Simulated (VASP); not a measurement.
Write the native input for VASP 6.6.1 that does the following.

```yaml
Task: single point
Functional: PBE
Potentials_or_basis: VASP PAW PBE potentials, release 64 (Sb)
Cutoff: 520 eV
k_mesh: 11 × 11 × 11
Occupations: fermi-dirac, width 0.1 eV
Spin: no spin polarisation
Dipole_correction: no
Further_INCAR_settings: ALGO = Normal; EDIFF = 1e-06; NBANDS = 12
```

The structure of Sb lies in POSCAR:

```
Sb
1.0
    2.1873281693     -1.2628545074      3.8412588944
    0.0000000000      2.5257090147      3.8412588944
   -2.1873281693     -1.2628545074      3.8412588944
Sb
2
Direct
    0.2328618870      0.2328618870      0.2328618870
   -0.2328618870     -0.2328618870     -0.2328618870
```

One way to write it, as run:

INCAR

```
ALGO     = Normal         # electronic algorithm
EDIFF    = 1E-6           # SCF threshold, eV
ENCUT    = 520            # plane-wave cutoff, eV
GGA      = PE             # functional
ISIF     = 2              # what is computed and relaxed
ISMEAR   = -1             # smearing method
LASPH    = True           # aspherical terms in the spheres
LCHARG   = True           # write CHGCAR
LELF     = True           # ELF
LREAL    = False          # projectors in reciprocal space
LVHAR    = True         
LWAVE    = False          # write WAVECAR
NBANDS   = 12             # bands
NELM     = 100            # most SCF steps
PREC     = Accurate       # precision mode
SIGMA    = 0.1            # smearing width, eV
```

KPOINTS

```
k-points
0
Gamma
  11 11 11
```

Potentials or basis: VASP PAW PBE potentials, release 64 (Sb).

The run is started by

```sh
$ cat potpaw_PBE.64/Sb/POTCAR > POTCAR
$ mpirun -np 1 vasp_std > vasp.out
```

Results of the run:

The pressure is 0.0 GPa, the largest force is 0.037 eV/Å and the band gap on the k mesh is zero (band 5 reaches 6.75 eV, above the bottom of band 6 at 6.61 eV).

Caveat: spin-orbit coupling is left out, which moves the levels of the heavy elements.

It took 76 s on 1 thread of Intel(R) Xeon(R) Platinum 8259CL CPU @ 2.50GHz (Skylake/Cascade Lake), on a shared host, peak memory 0.26 GiB.
